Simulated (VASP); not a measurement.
Input of a VASP 6.6.1 run:

File INCAR:

```
SYSTEM = HF
ALGO     = Normal         ! electronic algorithm
EDIFF    = 1E-6           ! SCF threshold, eV
ENCUT    = 520            ! plane-wave cutoff, eV
GGA      = PE             ! functional
ISIF     = 2              ! what is computed and relaxed
ISMEAR   = -1             ! smearing method
IVDW     = 12             ! dispersion correction
LASPH    = .TRUE.         ! aspherical terms in the spheres
LCHARG   = .FALSE.        ! write CHGCAR
LREAL    = Auto         
LWAVE    = .FALSE.        ! write WAVECAR
NBANDS   = 66             ! bands
NELM     = 100            ! most SCF steps
PREC     = Accurate       ! precision mode
SIGMA    = 0.02           ! smearing width, eV
```

Contents of KPOINTS:

```
k-points
0
G
  1 1 1
  0 0 0
```

File POSCAR:

```
HF
1.0
    6.9973480000      0.0000000000      0.0000000000
    0.0000000000      7.4569490000      0.0000000000
    0.0000000000      0.0000000000      7.6755000000
F H
12 12
Direct
    0.3010283324      0.0174334034      0.6342257833
    0.4397237353      0.6195429257      0.4103055176
    0.7922144218      0.3244758681      0.9857338284
    0.3071306444      0.9174797897      0.9440297049
    0.8703868951      0.6421392985      0.0712396587
    0.1412392238      0.5145267857      0.6569734871
    0.3313398162      0.6156137047      1.0442707315
    0.8005747320      0.1340628721      0.3974724774
    0.4732364319      0.3835751056      0.8494039476
    0.7352642744      0.7564890145      0.3538140838
    0.0775865371      0.9129605151      0.4083773044
    0.5691299046      0.3659673682      0.2504331965
    0.2186113939     -0.0391446958      0.5532278027
    0.5542385487      0.6939433272      0.3728356459
    0.6522613996      0.3273456745      0.9506742232
    0.3072163911      0.9420340678      0.8160510716
    0.8348305672      0.5195288314      0.0385903198
    0.1782246645      0.5931380247      0.5693309882
    0.2963837157      0.7315726579      0.9967689401
    0.7005654142      0.2010071411      0.3308058107
    0.4020094470      0.4718015371      0.9224675917
    0.7926717379      0.7028343630      0.2438668491
    0.0020579225      1.0228311874      0.3928864569
    0.5046769147      0.4575597875      0.3191192756
```

Potentials or basis: VASP PAW PBE potentials, release 64 (F, H).

The run is started by

```bash
$ cat potpaw_PBE.64/F/POTCAR potpaw_PBE.64/H/POTCAR > POTCAR
$ mpirun -np 1 vasp_gam > vasp.out
```

Question: What does it give for the band gap on the k mesh?

Answer: 7.00 eV.

Question: Predict the pressure.

Answer: -0.6 GPa.

Question: Predict the dispersion energy per atom.

Answer: -0.019 eV.

Forces on the atoms (eV/Å):
```
F    0.983  0.321  1.149
F   -0.150  0.107 -0.122
F   -0.994  0.228 -0.243
F   -0.106  0.189 -0.797
F   -0.163  0.247  0.445
F   -0.303 -0.283  0.517
F    0.016 -0.984  0.217
F   -0.926  0.680 -0.641
F   -0.114  0.195  0.665
F    0.383 -0.385 -1.060
F    0.033  0.743 -0.014
F    0.206 -0.722 -0.128
H   -0.872 -0.407 -1.019
H   -0.108 -0.124  0.519
H    1.010  0.183 -0.140
H   -0.078  0.218  0.562
H    0.082 -0.487 -0.148
H    0.312  0.302 -0.584
H    0.127  0.615 -0.222
H    1.069 -0.284  0.681
H    0.263 -0.253 -0.362
H   -0.147  0.386  0.376
H   -0.216 -0.719 -0.033
H   -0.307  0.235  0.383
```

Caveat: the k points lie up to 0.90 Å⁻¹ apart.
